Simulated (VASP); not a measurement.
Si2Ge3: relaxation of cell and atoms with PBE

Si2Ge3:

```
Si Ge
1.0
     2.92204    0.00000    0.00000
    -1.46102    2.53056    0.00000
     0.00000    0.00000   23.86811
Si Ge
4 6
Direct
  0.33333 0.66667 0.70000
  0.33333 0.66667 0.30000
  0.66667 0.33333 0.40000
  0.66667 0.33333 0.60000
  0.33333 0.66667 0.90000
  0.33333 0.66667 0.10000
  0.33333 0.66667 0.50000
  0.66667 0.33333 0.80000
  0.66667 0.33333 0.00000
  0.66667 0.33333 0.20000
```

```json
{
 "Program": "VASP 6.6.1",
 "Task": "relaxation of cell and atoms",
 "Functional": "PBE",
 "Potentials or basis": "VASP PAW PBE potentials, release 64 (Si, Ge_d)",
 "Cutoff": "600 eV",
 "k mesh": "6 × 6 × 1",
 "Occupations": "gaussian, width 0.1 eV",
 "Spin": "no spin polarisation",
 "Dipole correction": "no",
 "Further INCAR settings": "ALGO = Normal; EDIFF = 1e-06; IBRION = 2; EDIFFG = -0.04; NSW = 90; ISIF = 3"
}
```

| Item | Value |
| --- | --- |
| Relaxed volume | 17.66 Å³/atom |
| Relaxed cell | a = 2.990 Å, b = 2.990 Å, c = 22.817 Å, α = 90.00°, β = 90.00°, γ = 120.00° |
| Space group after relaxing (to 0.1 Å) | P-6m2 (No. 187) |
| Energy gained by relaxing | 94.0 meV/atom |
| Ionic steps | 43 |
| Pressure after relaxing | 0.2 GPa |
| Largest force after relaxing | 0.037 eV/Å |
| Band gap on the k mesh | zero (bands 50 and 51 overlap by 7.31 eV) |

Forces in eV/Å, atoms in the order of the input:
```
Si   0.000  0.000  0.023
Si   0.000  0.000 -0.023
Si   0.000  0.000 -0.003
Si   0.000  0.000  0.003
Ge   0.000  0.000 -0.037
Ge   0.000  0.000  0.037
Ge   0.000  0.000  0.000
Ge   0.000  0.000  0.037
Ge   0.000  0.000  0.000
Ge   0.000  0.000 -0.037
```

Stress tensor (GPa, compression positive):
```
0.08 0.00 0.00
0.00 0.08 0.00
0.00 0.00 0.31
```

Step by step:
```csv
step,energy change (eV),largest force (eV/Å),pressure (GPa),volume (Å³)
1,0.0000,0.4539,0.04,176.49
3,-0.2756,0.6491,-0.83,176.97
5,-0.6081,0.1232,-0.50,177.12
7,-0.6670,0.2597,0.27,176.22
9,-0.6699,0.3337,0.55,175.99
11,-0.6984,0.1921,-0.46,178.05
13,-0.7070,0.1624,-0.43,177.48
15,-0.7185,0.1478,0.75,174.17
17,-0.7326,0.1898,0.26,174.14
19,-0.7385,0.2181,0.12,174.46
21,-0.7610,0.1656,-1.16,177.48
23,-0.7731,0.1526,-1.04,177.03
25,-0.8041,0.2647,0.09,175.01
27,-0.8386,0.2713,0.11,174.20
29,-0.8891,0.1998,0.55,174.26
31,-0.9046,0.1827,0.82,174.30
33,-0.9090,0.2224,0.97,174.32
35,-0.9265,0.1772,-0.16,177.81
37,-0.9342,0.0914,-0.29,177.59
39,-0.9373,0.0779,-0.06,177.24
41,-0.9387,0.0522,0.21,176.79
43,-0.9396,0.0375,0.16,176.60
```

Final structure:
```yaml
crystal:
  lattice:
    - [2.98950, 0.00000, 0.00000]
    - [-1.49475, 2.58899, 0.00000]
    - [0.00000, 0.00000, 22.81678]
  atoms:
    - { symbol: Si, position: [0.33333, 0.66667, 0.67495] }
    - { symbol: Si, position: [0.33333, 0.66667, 0.32505] }
    - { symbol: Si, position: [0.66667, 0.33333, 0.40663] }
    - { symbol: Si, position: [0.66667, 0.33333, 0.59337] }
    - { symbol: Ge, position: [0.33333, 0.66667, 0.88050] }
    - { symbol: Ge, position: [0.33333, 0.66667, 0.11950] }
    - { symbol: Ge, position: [0.33333, 0.66667, 0.50000] }
    - { symbol: Ge, position: [0.66667, 0.33333, 0.76894] }
    - { symbol: Ge, position: [0.66667, 0.33333, 0.00000] }
    - { symbol: Ge, position: [0.66667, 0.33333, 0.23106] }
```

Levels at points of the mesh, in eV from the Fermi level:
```
           k point  band 47  band 48  band 49  band 50  band 51  band 52  band 53  band 54
(0.00, 0.00, 0.00)     4.75     5.02     5.02     5.23     5.23     6.64     6.64     7.08
(0.50, 0.00, 0.00)    -3.17    -2.12    -1.41    -0.90    -0.37     1.19     1.23     1.48
```

Wall time 26 min on 1 thread of Intel(R) Xeon(R) 6975P-C (Granite Rapids) (shared host), peak memory 0.36 GiB.

Caveat: the k points lie up to 0.40 Å⁻¹ apart in the final cell, too coarse for converged energies and pressures of a metal.
